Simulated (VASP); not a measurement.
# In2S in VASP: further runs

The runs below take In2S through single point, relaxation of cell and atoms, with PBE.

Program: VASP 6.6.1. These are calculated values, not measurements. Logs are shortened: lines on timing, memory, paths and dates and some standing lists are left out, and cuts for length are marked.

## Step 1: The cell of the first run

The cell holds a slab with vacuum, 3 atoms: a = 2.866 Å, b = 2.866 Å, c = 13.990 Å, α = 90.00°, β = 90.00°, γ = 120.00°.

The cell was built from a structure type or drawn by symmetry, and may not be a known phase.

## Step 2: Single point, PBE

INCAR reads:

```
SYSTEM = In2S
PREC = Accurate
ENCUT = 520
EDIFF = 1E-6
ISMEAR = 0
SIGMA = 0.1
LREAL = .False.
LASPH = .True.
NELM = 80
ALGO = Normal
ISIF = 2
LWAVE = .False.
LCHARG = .False.
GGA = PE
NBANDS = 23
```

KPOINTS reads:

```
Automatic mesh
0
Gamma
  6 6 2
  0 0 0
```

POSCAR reads:

```
In2S
1.0
    2.8657324900      0.0000000000      0.0000000000
   -1.4328662500      2.4817971400      0.0000000000
    0.0000000000      0.0000000000     13.9901558100
In S
2 1
Direct
    0.3333333300      0.6666666700      0.8968331200
    0.3333333300      0.6666666700      0.1031668800
    0.0000000000      0.0000000000      0.0000000000
```

Potentials or basis: VASP PAW PBE potentials, release 64 (In_d, S).

Command:

```console
$ cat potpaw_PBE.64/In_d/POTCAR potpaw_PBE.64/S/POTCAR > POTCAR
$ mpirun -np 1 vasp_std > vasp.out
```

OUTCAR:

```text
SYSTEM = In2S
   PREC = Accurate
   ENCUT = 520
   EDIFF = 1E-6
   ISMEAR = 0
   LREAL = .False.
   LASPH = .True.
   NELM = 80
   ISIF = 2
   GGA = PE

 ion  position               nearest neighbor table
   1  0.333  0.667  0.897-   3 2.20   3 2.20   3 2.20   2 2.89
   2  0.333  0.667  0.103-   3 2.20   3 2.20   3 2.20   1 2.89
   3  0.000  0.000  0.000-   1 2.20   2 2.20   1 2.20   2 2.20   1 2.20   2 2.20

  LATTYP: Found a hexagonal cell.
 ALAT       =     2.8657324900
 C/A-ratio  =     4.8818777952

  Lattice vectors:

 A1 = (   2.8657324900,   0.0000000000,   0.0000000000)
 A2 = (  -1.4328662500,   2.4817971400,   0.0000000000)
 A3 = (   0.0000000000,   0.0000000000,  13.9901558100)

Analysis of symmetry for initial positions (statically):
=====================================================================
 Subroutine PRICEL returns:
 Original cell was already a primitive cell.

 Routine SETGRP: Setting up the symmetry group for a
 hexagonal supercell.

 Subroutine GETGRP returns: Found 12 space group operations
 (whereof 12 operations were pure point group operations)
 out of a pool of 24 trial point group operations.

The static configuration has the point symmetry D_3h.

Analysis of symmetry for dynamics (positions and initial velocities):
=====================================================================
 Subroutine PRICEL returns:
 Original cell was already a primitive cell.

 Routine SETGRP: Setting up the symmetry group for a
 hexagonal supercell.

 Subroutine GETGRP returns: Found 12 space group operations
 (whereof 12 operations were pure point group operations)
 out of a pool of 24 trial point group operations.

The dynamic configuration has the point symmetry D_3h.

 Subroutine INISYM returns: Found 12 space group operations
 (whereof 12 operations are pure point group operations),
 and found     1 'primitive' translations

----------------------------------------------------------------------------------------

                                     Primitive cell

  volume of cell :      99.5003

  direct lattice vectors                    reciprocal lattice vectors
     2.865732490  0.000000000  0.000000000     0.348950924  0.201466910  0.000000000
[... 72 lines left out ...]
   LNONCOLLINEAR =      F non collinear calculations
   LSORBIT =      F    spin-orbit coupling
   LASPH  =      T    aspherical Exc in radial PAW
   ENCUT  =  520.0 eV  38.22 Ry    6.18 a.u.   5.33  5.33 26.01*2*pi/ulx,y,z
   NELM   =     80;   NELMIN=  2; NELMDL= -5     # of ELM steps
   EDIFF  = 0.1E-05   stopping-criterion for ELM
   LREAL  =      F    real-space projection
   EDIFFG = 0.1E-04   stopping-criterion for IOM
   NSW    =      0    number of steps for IOM
   IBRION =     -1    ionic relax: 0-MD 1-quasi-New 2-CG
   NFREE  =      0    steps in history (QN), initial steepest desc. (CG)
   ISIF   =      2    stress and relaxation
   ISYM   =      2    0-nonsym 1-usesym 2-fastsym
   POTIM  = 0.5000    time-step for ionic-motion
   TEBEG  =    0.0;   TEEND  =   0.0 temperature during run
   PSTRESS=    0.0 pullay stress
   NELECT =      32.0000    total number of electrons
   NUPDOWN=      -1.0000    fix difference up-down
   EMIN   =  10.00;   EMAX   =-10.00  energy-range for DOS
   EFERMI =   0.00;   METHOD = LEGACY
   ISMEAR =     0;   SIGMA  =   0.10  broadening in eV -4-tet -1-fermi 0-gaus
   EFERMI_NEDOS =   21; number of points for ismear=-14 and -15
   IALGO  =     38    algorithm
   IMIX   =      4    mixing-type and parameters
     AMIX     =   0.40;   BMIX     =  1.00
     AMIX_MAG =   1.60;   BMIX_MAG =  1.00
  volume/ion in A,a.u.               =      33.17       223.82
  Fermi-wavevector in a.u.,A,eV,Ry     =   1.121631  2.119575 17.116892  1.258056
  Thomas-Fermi vector in A             =   2.258286
   LORBIT       =      0    0 simple, 1 ext, 2 COOP (PROOUT), +10 PAW based schemes
   GGA     = PE    functional components
   LHFCALC =     F    Hartree Fock is set to
   AEXX    =    0.0000 exact exchange contribution
   IVDW    =     0    specifies the selected vdW correction
   LEPSILON=     F    determine dielectric tensor
   LRPA    =     F    only Hartree local field effects (RPA)
 non-spin polarized calculation
 Gauss-broadening in eV      SIGMA  =   0.10
  energy-cutoff  :      520.00
  volume of cell :       99.50
 maximum number of plane-waves:      2729
 NGX is ok and might be reduce to    24
   NGX = 11   NGY = 11   NGZ = 53

 number of electron      31.9999996 magnetization

 Free energy of the ion-electron system (eV)
  ---------------------------------------------------
  ext. energy  EPLUGINS =         0.00000000
  ---------------------------------------------------
  free energy    TOTEN  =         0.36256055 eV

  energy without entropy =        0.36256055  energy(sigma->0) =        0.36256055

 E-fermi :   3.8761     XC(G=0):  -6.3796

 val. band max:        3.4382066239   @ k =   0.5000   0.0000   0.0000
 cond. band min:       4.3106300306   @ k =   0.5000   0.0000   0.0000
 fundamental gap:      0.8724234067
 Fermi energy:         3.8760881640

 k-point     1 :       0.0000    0.0000    0.0000
  band No.  band energies     occupation
      1     -16.8665      2.00000
      2     -12.7158      2.00000
      3     -12.5533      2.00000
      4     -12.3371      2.00000
      5     -12.3371      2.00000
      6     -12.1669      2.00000
[... 353 lines left out ...]
     22      12.2189      0.00000
     23      12.7917      0.00000

------------------------ aborting loop because EDIFF is reached ----------------------------------------

  FORCE on cell =-STRESS in cart. coord.  units (eV):
  Direction    XX          YY          ZZ          XY          YZ          ZX
  --------------------------------------------------------------------------------------
  -------------------------------------------------------------------------------------
  Total       36.0359145     36.0359146     39.9987083     -0.0000001      0.0000000     -0.0000000
  in kB      580.2586873    580.2586888    644.0685170     -0.0000012      0.0000000     -0.0000000
  external PRESSURE =     601.5286310 kB  Pullay stress =       0.0000000 kB

 VOLUME and BASIS-vectors are now :
 -----------------------------------------------------------------------------
  energy-cutoff  :      520.00
  volume of cell :       99.50
      direct lattice vectors                 reciprocal lattice vectors
     2.865732490  0.000000000  0.000000000     0.348950924  0.201466910  0.000000000
    -1.432866250  2.481797140  0.000000000     0.000000000  0.402933819  0.000000000
     0.000000000  0.000000000 13.990155810     0.000000000  0.000000000  0.071478832

 POSITION                                       TOTAL-FORCE (eV/Angst)
 -----------------------------------------------------------------------------------
     -0.00000      1.65453     12.54684        -0.000000      0.000000    -13.868013
     -0.00000      1.65453      1.44332         0.000000     -0.000000     13.868013
      0.00000      0.00000      0.00000         0.000000      0.000000      0.000000
 -----------------------------------------------------------------------------------
    total drift:                                0.000008     -0.000005     -0.000000

  FREE ENERGIE OF THE ION-ELECTRON SYSTEM (eV)
  ---------------------------------------------------
  free  energy   TOTEN  =         0.3625605470 eV

  energy  without entropy=        0.3625605471  energy(sigma->0) =        0.36256055
```

OSZICAR:

```text
N       E                     dE             d eps       ncg     rms          rms(c)
DAV:   1     0.332020741566E+03    0.33202E+03   -0.15659E+04   644   0.163E+03
DAV:   2     0.385829640348E+02   -0.29344E+03   -0.27651E+03   714   0.428E+02
DAV:   3     0.129373385876E+01   -0.37289E+02   -0.36715E+02   812   0.166E+02
[... 12 lines left out ...]
DAV:  16     0.362599560625E+00   -0.94918E-04   -0.15572E-05   709   0.251E-02    0.107E-02
DAV:  17     0.362569445213E+00   -0.30115E-04   -0.13035E-06   583   0.845E-03    0.187E-02
DAV:  18     0.362564451365E+00   -0.49938E-05   -0.19473E-07   526   0.397E-03    0.119E-02
DAV:  19     0.362560885862E+00   -0.35655E-05   -0.24113E-07   500   0.461E-03    0.285E-03
DAV:  20     0.362560547041E+00   -0.33882E-06   -0.16503E-07   532   0.321E-03
   1 F= 0.36256055E+00 E0= 0.36256055E+00  d E =-.517126E-10
```

Wall time 32 s (1 thread of Intel Xeon Platinum 8559C (Emerald Rapids), shared host); peak memory 0.24 GiB.

Results:

| Quantity | Value |
| --- | --- |
| Free energy | 0.3626 eV |
| Largest force | 13.868 eV/Å |
| Band gap on the k mesh | 0.87 eV |

Forces on the atoms (eV/Å):
```
In    0.000   0.000 -13.868
In    0.000   0.000  13.868
S     0.000   0.000   0.000
```

Levels at points of the mesh, in eV from the valence-band top:
| k point | band 12 | band 13 | band 14 | band 15 | band 16 | band 17 | band 18 | band 19 | band 20 | band 21 |
| --- | --- | --- | --- | --- | --- | --- | --- | --- | --- | --- |
| (0.00, 0.00, 0.00) | -11.75 | -5.84 | -2.91 | -1.12 | -1.12 | 3.38 | 4.48 | 4.86 | 5.59 | 6.84 |
| (0.50, 0.00, 0.00) | -10.50 | -7.24 | -3.44 | -3.14 | 0.00 | 0.87 | 2.69 | 3.03 | 5.74 | 5.94 |
| (0.00, 0.00, 0.50) | -11.75 | -5.84 | -2.91 | -1.12 | -1.12 | 3.63 | 3.91 | 4.86 | 6.44 | 6.84 |
| (0.50, 0.00, 0.50) | -10.50 | -7.24 | -3.44 | -3.14 | 0.00 | 0.87 | 2.69 | 3.03 | 5.74 | 5.94 |

Caveat: the k points lie up to 0.42 Å⁻¹ apart; spin-orbit coupling is left out, which moves the levels of the heavy elements.

## Step 3: Single point, PBE

This run uses another cell than the first one, of 36.78 Å³/atom.

INCAR reads:

```
PREC = Accurate ; ENCUT = 520
EDIFF = 1E-6 ; ISMEAR = 0
SIGMA = 0.1 ; LREAL = False
LASPH = True ; NELM = 100
ALGO = Normal ; ISIF = 2
LWAVE = False ; LCHARG = False
GGA = PE ; NBANDS = 23
```

KPOINTS reads:

```
regular mesh
0
Gamma
  6 6 2
```

POSCAR reads:

```
In2S
1.0
    3.8095067260      0.0000000038      0.0000000000
   -1.9047533663      3.2991295987      0.0000000000
    0.0000000000      0.0000000000      8.7798757418
In S
2 1
Direct
    0.3333333333      0.6666666667      0.7924012531
    0.3333333333      0.6666666667      0.2075987469
    0.0000000000      0.0000000000      0.0000000000
```

Potentials or basis: VASP PAW PBE potentials, release 64 (In_d, S).

Command:

```console
$ cat potpaw_PBE.64/In_d/POTCAR potpaw_PBE.64/S/POTCAR > POTCAR
$ mpirun -np 1 vasp_std > vasp.out
```

Wall time 26 s (1 thread of Intel Xeon Platinum 8559C (Emerald Rapids), shared host); peak memory 0.23 GiB.

The run converged. Its results:

```yaml
Free_energy: -9.9698 eV
Pressure: -0.1 GPa
Band_gap_on_the_k_mesh: 0.51 eV
```

Levels at points of the mesh, in eV from the valence-band top:
| k point | band 12 | band 13 | band 14 | band 15 | band 16 | band 17 | band 18 | band 19 | band 20 | band 21 |
| --- | --- | --- | --- | --- | --- | --- | --- | --- | --- | --- |
| (0.00, 0.00, 0.00) | -6.55 | -4.40 | -1.28 | -1.28 | -0.72 | 1.23 | 5.10 | 5.69 | 5.78 | 5.78 |
| (0.50, 0.00, 0.00) | -5.80 | -4.01 | -2.44 | -2.11 | -1.17 | 0.56 | 2.23 | 3.37 | 4.26 | 4.79 |
| (0.00, 0.00, 0.50) | -6.60 | -4.18 | -1.30 | -1.28 | -1.28 | 2.12 | 3.83 | 5.81 | 5.81 | 6.65 |
| (0.50, 0.00, 0.50) | -5.79 | -4.04 | -2.54 | -2.11 | -0.94 | 0.83 | 1.79 | 3.67 | 3.75 | 4.19 |

Caveat: spin-orbit coupling is left out, which moves the levels of the heavy elements. A k mesh can miss the band edges.

## Step 4: Relaxation of cell and atoms, PBE

INCAR reads:

```
SYSTEM = In2S
ALGO     = Normal         ! electronic algorithm
EDIFF    = 1E-6           ! SCF threshold, eV
EDIFFG   = -0.04          ! ionic threshold
ENCUT    = 600            ! plane-wave cutoff, eV
GGA      = PE             ! functional
IBRION   = 2              ! ionic algorithm
ISIF     = 3              ! what is computed and relaxed
ISMEAR   = 0              ! smearing method
LASPH    = .TRUE.         ! aspherical terms in the spheres
LCHARG   = .FALSE.        ! write CHGCAR
LREAL    = .FALSE.        ! projectors in reciprocal space
LWAVE    = .FALSE.        ! write WAVECAR
NELM     = 60             ! most SCF steps
NSW      = 90             ! ionic steps
PREC     = Accurate       ! precision mode
SIGMA    = 0.1            ! smearing width, eV
```

KPOINTS reads:

```
k-points
0
G
  6 6 2
  0 0 0
```

POSCAR reads:

```
In2S
1.0
    2.8657324900      0.0000000000      0.0000000000
   -1.4328662500      2.4817971400      0.0000000000
    0.0000000000      0.0000000000     13.9901558100
In S
2 1
Direct
    0.3333333300      0.6666666700      0.8968331200
    0.3333333300      0.6666666700      0.1031668800
    0.0000000000      0.0000000000      0.0000000000
```

Command:

```console
$ cat potpaw_PBE.64/In_d/POTCAR potpaw_PBE.64/S/POTCAR > POTCAR
$ mpirun -np 1 vasp_std > vasp.out
```

Wall time 6.2 min (1 thread of Intel Xeon Platinum 8559C (Emerald Rapids), shared host); peak memory 0.26 GiB.

It converged, with:

- Free energy: -9.9451 eV
- Relaxed cell: a = 3.783 Å, b = 3.783 Å, c = 14.707 Å, α = 90.00°, β = 90.00°, γ = 120.00°
- Space group after relaxing (to 0.1 Å): P-6m2 (No. 187)
- Energy gained by relaxing: 3435.6 meV/atom
- Ionic steps: 15
- Largest force after relaxing: 0.006 eV/Å
- Band gap on the k mesh: 0.66 eV

Forces in eV/Å, atoms in the order of the input:
```
In   0.000  0.000  0.006
In   0.000  0.000 -0.006
S    0.000  0.000  0.000
```

Step by step:
| step | energy change (eV) | largest force (eV/Å) | pressure (GPa) | volume (Å³) |
| --- | --- | --- | --- | --- |
| 1 | 0.0000 | 13.8659 | 60.18 | 99.50 |
| 2 | -5.0583 | 0.8248 | -1.93 | 408.12 |
| 3 | -5.7465 | 0.9873 | -1.99 | 361.75 |
| 4 | -6.3599 | 1.1474 | -2.25 | 325.15 |
| 5 | -9.3521 | 1.3835 | -2.09 | 190.64 |
| 6 | -9.4186 | 0.4224 | 5.11 | 140.17 |
| 7 | -9.6702 | 0.8670 | -0.24 | 167.25 |
| 8 | -9.6923 | 0.6123 | 0.72 | 160.24 |
| 9 | -9.6919 | 0.6625 | 0.52 | 161.66 |
| 10 | -9.9495 | 0.6273 | 0.24 | 166.35 |
| 11 | -10.2634 | 0.5753 | 0.88 | 177.55 |
| 12 | -10.2927 | 0.2134 | 0.64 | 175.43 |
| 13 | -10.2923 | 0.2482 | 0.66 | 175.65 |
| 14 | -10.3053 | 0.0857 | -0.20 | 184.56 |
| 15 | -10.3069 | 0.0061 | 0.00 | 182.25 |

Final structure:
```cif
data_structure
_symmetry_space_group_name_H-M 'P 1'
_symmetry_Int_Tables_number 1
_cell_length_a 3.7828
_cell_length_b 3.7828
_cell_length_c 14.7066
_cell_angle_alpha 90.000
_cell_angle_beta 90.000
_cell_angle_gamma 120.000
_cell_volume 182.25
loop_
_atom_site_label
_atom_site_type_symbol
_atom_site_fract_x
_atom_site_fract_y
_atom_site_fract_z
_atom_site_occupancy
In1 In 0.33333 0.66667 0.87561 1
In2 In 0.33333 0.66667 0.12439 1
S1 S 0.00000 0.00000 0.00000 1
```

Levels at points of the mesh, in eV from the valence-band top:
```
           k point  band 14  band 15  band 16  band 17  band 18  band 19
(0.00, 0.00, 0.00)    -1.11    -1.11    -0.94     1.76     4.03     4.08
(0.50, 0.00, 0.00)    -2.38    -1.96    -0.92     0.79     2.12     3.72
(0.00, 0.00, 0.50)    -1.11    -1.11    -0.94     1.78     3.66     4.76
(0.50, 0.00, 0.50)    -2.38    -1.96    -0.92     0.79     2.12     3.72
```

Caveat: the k points lie up to 0.32 Å⁻¹ apart in the final cell; the volume moved by over 15 % at a fixed basis, so the end points are rough; spin-orbit coupling is left out, which moves the levels of the heavy elements.

## Step 5: The runs side by side

```csv
task,cell,cutoff (eV),gap on the mesh (eV),largest force (eV/Å)
single point,"a = 2.866, b = 2.866, c = 13.990 Å, angles 90.0, 90.0, 120.0°, 3 atoms, atomic positions A",520,0.87,13.87
single point,"a = 3.810, b = 3.810, c = 8.780 Å, angles 90.0, 90.0, 120.0°, 3 atoms, atomic positions B",520,0.51,-
relaxation of cell and atoms,"relaxed from a = 2.866, b = 2.866, c = 13.990 Å, angles 90.0, 90.0, 120.0°, 3 atoms, atomic positions A",600,0.66,0.01
```

Alike in all rows: level PBE; potentials or basis VASP PAW PBE potentials, release 64 (In_d, S); no spin polarisation; k mesh 6 × 6 × 2; smearing gaussian 0.1 eV.

Caveats: some runs use coarse meshes; spin-orbit coupling is left out, which moves the levels of the heavy elements; the volume moved by over 15 % at a fixed basis, so the end points are rough (at least some runs).

Total energies depend on the potentials used, so only differences within one code and one set of settings carry meaning.
